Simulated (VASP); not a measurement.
# C (Fd-3m) in VASP: further runs

C is run at these levels: LDA; tasks: single point, relaxation of cell and atoms.

All numbers are computed with VASP 6.6.1; they aren't measurements. Logs are shortened: lines on timing, memory, paths and dates and some standing lists are left out, and cuts for length are marked.

## (1) The cell of the first run

It takes space group Fd-3m (No. 227, cubic). The conventional cell has a = 3.532 Å, b = 3.532 Å, c = 3.532 Å, α = 90.00°, β = 90.00°, γ = 90.00°. C (site symmetry -43m) has 4 C at 1.53 Å within 2.0 Å.

## (2) Single point, LDA

The input, INCAR:

```
SYSTEM = C
PREC = Accurate
ENCUT = 520
EDIFF = 1E-6
ISMEAR = 0
SIGMA = 0.01
LREAL = .FALSE.
LASPH = .TRUE.
NELM = 60
ALGO = Normal
ISIF = 2
LWAVE = .FALSE.
LCHARG = .FALSE.
NBANDS = 26
```

The input, KPOINTS:

```
regular mesh
0
G
  6 6 6
  0 0 0
```

The input, POSCAR:

```
C
1.0
    3.5318921719      0.0000000000      0.0000000000
    0.0000000000      3.5318921719      0.0000000000
    0.0000000000      0.0000000000      3.5318921719
C
8
Direct
    0.0000000000      0.0000000000      0.0000000000
    0.0000000000      0.5000000000      0.5000000000
    0.5000000000      0.0000000000      0.5000000000
    0.5000000000      0.5000000000      0.0000000000
    0.2500000000      0.2500000000      0.2500000000
    0.2500000000      0.7500000000      0.7500000000
    0.7500000000      0.2500000000      0.7500000000
    0.7500000000      0.7500000000      0.2500000000
```

Potentials or basis: VASP PAW LDA potentials, release 64 (C).

The run is started by

```
cat potpaw_LDA.64/C/POTCAR > POTCAR
mpirun -np 1 vasp_std > vasp.out
```

OUTCAR:

```text
SYSTEM = C
   PREC = Accurate
   ENCUT = 520
   EDIFF = 1E-6
   ISMEAR = 0
   LREAL = .FALSE.
   LASPH = .TRUE.
   NELM = 60
   ISIF = 2

 ion  position               nearest neighbor table
   1  0.000  0.000  0.000-   5 1.53   6 1.53   7 1.53   8 1.53
   2  0.000  0.500  0.500-   5 1.53   6 1.53   7 1.53   8 1.53
   3  0.500  0.000  0.500-   5 1.53   6 1.53   7 1.53   8 1.53
   4  0.500  0.500  0.000-   5 1.53   6 1.53   7 1.53   8 1.53
   5  0.250  0.250  0.250-   1 1.53   2 1.53   3 1.53   4 1.53
   6  0.250  0.750  0.750-   1 1.53   2 1.53   3 1.53   4 1.53
   7  0.750  0.250  0.750-   1 1.53   2 1.53   3 1.53   4 1.53
   8  0.750  0.750  0.250-   1 1.53   2 1.53   3 1.53   4 1.53

  LATTYP: Found a simple cubic cell.
 ALAT       =     3.5318921719

  Lattice vectors:

 A1 = (   3.5318921719,   0.0000000000,   0.0000000000)
 A2 = (   0.0000000000,   3.5318921719,   0.0000000000)
 A3 = (   0.0000000000,   0.0000000000,   3.5318921719)

Analysis of symmetry for initial positions (statically):
=====================================================================
 Subroutine PRICEL returns following result:

  LATTYP: Found a face centered cubic cell.
 ALAT       =     3.5318921719

  Lattice vectors:

 A1 = (   1.7659460859,  -1.7659460859,   0.0000000000)
 A2 = (   1.7659460859,   0.0000000000,   1.7659460859)
 A3 = (   0.0000000000,  -1.7659460859,   1.7659460859)

   4 primitive cells build up your supercell.

 Routine SETGRP: Setting up the symmetry group for a
 simple cubic supercell.

 Subroutine GETGRP returns: Found 48 space group operations
 (whereof 24 operations were pure point group operations)
 out of a pool of 48 trial point group operations.

The static configuration has the point symmetry T_d .
 The point group associated with its full space group is O_h .

Analysis of symmetry for dynamics (positions and initial velocities):
=====================================================================
 Subroutine PRICEL returns following result:

  LATTYP: Found a face centered cubic cell.
 ALAT       =     3.5318921719

  Lattice vectors:

 A1 = (   1.7659460859,  -1.7659460859,   0.0000000000)
 A2 = (   1.7659460859,   0.0000000000,   1.7659460859)
 A3 = (   0.0000000000,  -1.7659460859,   1.7659460859)

   4 primitive cells build up your supercell.

 Routine SETGRP: Setting up the symmetry group for a
 simple cubic supercell.

 Subroutine GETGRP returns: Found 48 space group operations
 (whereof 24 operations were pure point group operations)
 out of a pool of 48 trial point group operations.

The dynamic configuration has the point symmetry T_d .
 The point group associated with its full space group is O_h .

 Subroutine INISYM returns: Found 48 space group operations
 (whereof 24 operations are pure point group operations),
 and found     4 'primitive' translations

----------------------------------------------------------------------------------------

                                     Primitive cell

  volume of cell :      11.0144

  direct lattice vectors                    reciprocal lattice vectors
     1.765946086 -1.765946086  0.000000000     0.283134352 -0.283134352 -0.283134352
     1.765946086  0.000000000  1.765946086     0.283134352  0.283134352  0.283134352
     0.000000000 -1.765946086  1.765946086    -0.283134352 -0.283134352  0.283134352

  length of vectors
     2.497424905  2.497424905  2.497424905     0.490403082  0.490403082  0.490403082

  position of ions in fractional coordinates (direct lattice)
     0.000000000  0.000000000  0.000000000
     0.750000000  0.750000000  0.750000000

  ion indices of the primitive-cell ions
   primitive index   ion index
                 1           1
                 2           5

----------------------------------------------------------------------------------------

 KPOINTS: regular mesh

Automatic generation of k-mesh.
 Grid dimensions read from file:
 generate k-points for:    6    6    6

 Generating k-lattice:

  Cartesian coordinates                     Fractional coordinates (reciprocal lattice)
     0.047189059  0.000000000  0.000000000     0.166666667  0.000000000  0.000000000
     0.000000000  0.047189059  0.000000000     0.000000000  0.166666667  0.000000000
     0.000000000  0.000000000  0.047189059     0.000000000  0.000000000  0.166666667

  Length of vectors
     0.047189059  0.047189059  0.047189059

  Shift w.r.t. Gamma in fractional coordinates (k-lattice)
     0.000000000  0.000000000  0.000000000

 Subroutine IBZKPT returns following result:
 ===========================================

 Found     20 irreducible k-points:

 Following reciprocal coordinates:
            Coordinates               Weight
  0.000000  0.000000  0.000000      1.000000
  0.166667  0.000000  0.000000      6.000000
  0.333333  0.000000  0.000000      6.000000
  0.500000  0.000000  0.000000      3.000000
  0.166667  0.166667  0.000000     12.000000
  0.333333  0.166667  0.000000     24.000000
[... 12 lines left out ...]
  0.500000  0.500000  0.333333      6.000000
  0.500000  0.500000  0.500000      1.000000
   k-points           NKPTS =     20   k-points in BZ     NKDIM =     20   number of bands    NBANDS=     26
   number of dos      NEDOS =    301   number of ions     NIONS =      8
   total plane-waves  NPLWV =  21952
   dimension x,y,z NGX =    28 NGY =   28 NGZ =   28
   dimension x,y,z NGXF=    56 NGYF=   56 NGZF=   56
   ions per type =               8
   NGX,Y,Z   is equivalent  to a cutoff of  13.18, 13.18, 13.18 a.u.
   NGXF,Y,Z  is equivalent  to a cutoff of  26.36, 26.36, 26.36 a.u.
 SYSTEM =  C
   PREC   = accura    normal or accurate (medium, high low for compatibility)
   ISTART =      0    job   : 0-new  1-cont  2-samecut
   ICHARG =      2    charge: 1-file 2-atom 10-const
   ISPIN  =      1    spin polarized calculation?
   LNONCOLLINEAR =      F non collinear calculations
   LSORBIT =      F    spin-orbit coupling
   LASPH  =      T    aspherical Exc in radial PAW
   ENCUT  =  520.0 eV  38.22 Ry    6.18 a.u.   6.57  6.57  6.57*2*pi/ulx,y,z
   NELM   =     60;   NELMIN=  2; NELMDL= -5     # of ELM steps
   EDIFF  = 0.1E-05   stopping-criterion for ELM
   LREAL  =      F    real-space projection
   EDIFFG = 0.1E-04   stopping-criterion for IOM
   NSW    =      0    number of steps for IOM
   IBRION =     -1    ionic relax: 0-MD 1-quasi-New 2-CG
   NFREE  =      0    steps in history (QN), initial steepest desc. (CG)
   ISIF   =      2    stress and relaxation
   ISYM   =      2    0-nonsym 1-usesym 2-fastsym
   POTIM  = 0.5000    time-step for ionic-motion
   TEBEG  =    0.0;   TEEND  =   0.0 temperature during run
   PSTRESS=    0.0 pullay stress
   NELECT =      32.0000    total number of electrons
   NUPDOWN=      -1.0000    fix difference up-down
   EMIN   =  10.00;   EMAX   =-10.00  energy-range for DOS
   EFERMI =   0.00;   METHOD = LEGACY
   ISMEAR =     0;   SIGMA  =   0.01  broadening in eV -4-tet -1-fermi 0-gaus
   EFERMI_NEDOS =   21; number of points for ismear=-14 and -15
   IALGO  =     38    algorithm
   IMIX   =      4    mixing-type and parameters
     AMIX     =   0.40;   BMIX     =  1.00
     AMIX_MAG =   1.60;   BMIX_MAG =  1.00
  volume/ion in A,a.u.               =       5.51        37.16
  Fermi-wavevector in a.u.,A,eV,Ry     =   1.471581  2.780884 29.464089  2.165549
  Thomas-Fermi vector in A             =   2.586699
   LORBIT       =      0    0 simple, 1 ext, 2 COOP (PROOUT), +10 PAW based schemes
   GGA     = CA    functional components
   LHFCALC =     F    Hartree Fock is set to
   AEXX    =    0.0000 exact exchange contribution
   IVDW    =     0    specifies the selected vdW correction
   LEPSILON=     F    determine dielectric tensor
   LRPA    =     F    only Hartree local field effects (RPA)
 non-spin polarized calculation
 Gauss-broadening in eV      SIGMA  =   0.01
  energy-cutoff  :      520.00
  volume of cell :       44.06
 maximum number of plane-waves:      1213
 NGX is ok and might be reduce to    28
   NGX = 13   NGY = 13   NGZ = 13

 number of electron      32.0000004 magnetization

 Free energy of the ion-electron system (eV)
  ---------------------------------------------------
  ext. energy  EPLUGINS =         0.00000000
  ---------------------------------------------------
  free energy    TOTEN  =       -80.98075525 eV

  energy without entropy =      -80.98075525  energy(sigma->0) =      -80.98075525

 E-fermi :  10.2782     XC(G=0): -13.6426

 val. band max:       10.1595400265   @ k =   0.0000   0.0000   0.0000
 cond. band min:      14.3560500590   @ k =   0.3333   0.0000   0.0000
 fundamental gap:      4.1965100325
 Fermi energy:        10.2781590622

 k-point     1 :       0.0000    0.0000    0.0000
  band No.  band energies     occupation
      1     -11.5556      2.00000
      2      -2.6583      2.00000
      3      -2.6583      2.00000
      4      -2.6583      2.00000
      5      -2.6583      2.00000
      6      -2.6583      2.00000
[... 18 lines left out ...]
     25      15.7851      0.00000
     26      24.3951      0.00000

 k-point     2 :       0.1667    0.0000    0.0000
  band No.  band energies     occupation
      1     -11.2942      2.00000
      2      -5.2395      2.00000
      3      -2.4858      2.00000
      4      -2.4858      2.00000
      5      -2.4858      2.00000
      6      -2.4858      2.00000
[... 18 lines left out ...]
     25      16.9489      0.00000
     26      24.4275      0.00000

 k-point     3 :       0.3333    0.0000    0.0000
  band No.  band energies     occupation
      1     -10.5139      2.00000
      2      -7.4539      2.00000
      3      -2.0594      2.00000
      4      -2.0594      2.00000
      5      -2.0594      2.00000
      6      -2.0594      2.00000
[... 456 lines left out ...]
 k-point    19 :       0.5000    0.5000    0.3333
  band No.  band energies     occupation
      1      -6.1128      2.00000
      2      -6.1128      2.00000
      3      -6.1128      2.00000
      4      -6.1128      2.00000
      5      -2.5006      2.00000
      6      -2.5006      2.00000
[... 18 lines left out ...]
     25      20.1206      0.00000
     26      20.1206      0.00000

 k-point    20 :       0.5000    0.5000    0.5000
  band No.  band energies     occupation
      1      -5.5425      2.00000
      2      -5.5425      2.00000
      3      -5.5425      2.00000
      4      -5.5425      2.00000
      5      -3.5279      2.00000
      6      -3.5279      2.00000
[... 18 lines left out ...]
     25      19.5783      0.00000
     26      19.5783      0.00000

------------------------ aborting loop because EDIFF is reached ----------------------------------------

  FORCE on cell =-STRESS in cart. coord.  units (eV):
  Direction    XX          YY          ZZ          XY          YZ          ZX
  --------------------------------------------------------------------------------------
  -------------------------------------------------------------------------------------
  Total        0.4297824      0.4297824      0.4297824     -0.0000000     -0.0000000     -0.0000000
  in kB       15.6292041     15.6292041     15.6292041     -0.0000000     -0.0000000     -0.0000000
  external PRESSURE =      15.6292041 kB  Pullay stress =       0.0000000 kB

 VOLUME and BASIS-vectors are now :
 -----------------------------------------------------------------------------
  energy-cutoff  :      520.00
  volume of cell :       44.06
      direct lattice vectors                 reciprocal lattice vectors
     3.531892172  0.000000000  0.000000000     0.283134352  0.000000000  0.000000000
     0.000000000  3.531892172  0.000000000     0.000000000  0.283134352  0.000000000
     0.000000000  0.000000000  3.531892172     0.000000000  0.000000000  0.283134352

 POSITION                                       TOTAL-FORCE (eV/Angst)
 -----------------------------------------------------------------------------------
      0.00000      0.00000      0.00000         0.000000     -0.000000      0.000000
      0.00000      1.76595      1.76595         0.000000     -0.000000      0.000000
      1.76595      0.00000      1.76595         0.000000      0.000000      0.000000
      1.76595      1.76595      0.00000         0.000000     -0.000000      0.000000
      0.88297      0.88297      0.88297         0.000000      0.000000     -0.000000
      0.88297      2.64892      2.64892        -0.000000      0.000000     -0.000000
      2.64892      0.88297      2.64892        -0.000000     -0.000000     -0.000000
      2.64892      2.64892      0.88297        -0.000000      0.000000     -0.000000
 -----------------------------------------------------------------------------------
    total drift:                                0.000000      0.000000      0.000000

  FREE ENERGIE OF THE ION-ELECTRON SYSTEM (eV)
  ---------------------------------------------------
  free  energy   TOTEN  =       -80.9807552529 eV

  energy  without entropy=      -80.9807552529  energy(sigma->0) =      -80.98075525
```

Wall time 10 s (1 thread of Intel Xeon 6975P-C, shared host); peak memory 0.14 GiB.

Results:

```yaml
Free_energy: -80.9808 eV
Pressure: 1.6 GPa
Band_gap_on_the_k_mesh: 4.20 eV
```

A k mesh can miss the band edges. As with any semilocal functional, this LDA gap is likely too small.

## (3) Relaxation of cell and atoms, LDA

This run uses another cell than the first one, of 5.67 Å³/atom, 1.030 times its volume.

The input, INCAR:

```
PREC = Accurate
ENCUT = 600
EDIFF = 1E-6
ISMEAR = 0
SIGMA = 0.01
LREAL = False
LASPH = True
NELM = 100
ALGO = Normal
ISIF = 3
LWAVE = False
LCHARG = False
GGA = CA
IBRION = 2
NSW = 80
EDIFFG = -0.002
```

The input, KPOINTS:

```
Automatic mesh
0
Gamma
  6 6 6
```

Edit POSCAR of step 2 so:

```diff
@@ -2,5 +2,5 @@
 1.0
-    3.5318921719      0.0000000000      0.0000000000
-    0.0000000000      3.5318921719      0.0000000000
-    0.0000000000      0.0000000000      3.5318921719
+    3.5670000000      0.0000000000      0.0000000000
+    0.0000000000      3.5670000000      0.0000000000
+    0.0000000000      0.0000000000      3.5670000000
 C
```

Potentials or basis: VASP PAW LDA potentials, release 64 (C).

The run is started by

```
cat potpaw_LDA.64/C/POTCAR > POTCAR
mpirun -np 1 vasp_std > vasp.out
```

It took 37 s on 1 thread of Intel Xeon 6975P-C, shared host; peak memory 0.14 GiB.

The run converged. Its results:

- Free energy: -81.0156 eV
- Relaxed volume: 5.52 Å³/atom
- Relaxed cell: a = 3.534 Å, b = 3.534 Å, c = 3.534 Å, α = 90.00°, β = 90.00°, γ = 90.00°
- Space group after relaxing (to 0.05 Å): Fd-3m (No. 227)
- Energy gained by relaxing: 6.3 meV/atom
- Ionic steps: 6
- Pressure after relaxing: 0.0 GPa
- Band gap on the k mesh: 4.19 eV

Step by step:
```csv
step,energy change (eV),largest force (eV/Å),pressure (GPa),volume (Å³)
1,0.0000,0.0000,-12.46,45.38
2,0.0363,0.0000,18.09,42.55
3,-0.0502,0.0000,-0.11,44.13
4,-0.0502,0.0000,0.15,44.11
5,-0.0502,0.0000,-0.16,44.14
6,-0.0502,0.0000,0.00,44.12
```

Final structure:
```
C
1.0
     3.53363    0.00000    0.00000
     0.00000    3.53363    0.00000
     0.00000    0.00000    3.53363
C
8
Direct
  0.00000 0.00000 0.00000
  0.00000 0.50000 0.50000
  0.50000 0.00000 0.50000
  0.50000 0.50000 0.00000
  0.25000 0.25000 0.25000
  0.25000 0.75000 0.75000
  0.75000 0.25000 0.75000
  0.75000 0.75000 0.25000
```

Levels at points of the mesh, in eV from the valence-band top:
```csv
k point,band 13,band 14,band 15,band 16,band 17,band 18,band 19,band 20
"(0.00, 0.00, 0.00)",-6.46,0.00,0.00,0.00,4.77,4.77,4.77,4.77
"(0.50, 0.00, 0.00)",-4.23,-4.23,-4.23,-4.23,4.49,4.49,10.37,10.37
"(0.50, 0.50, 0.00)",-3.08,-3.08,-3.08,-3.08,8.02,8.02,8.02,8.02
"(0.50, 0.50, 0.50)",-2.86,-2.86,-2.86,-2.86,8.50,8.50,8.50,8.50
```
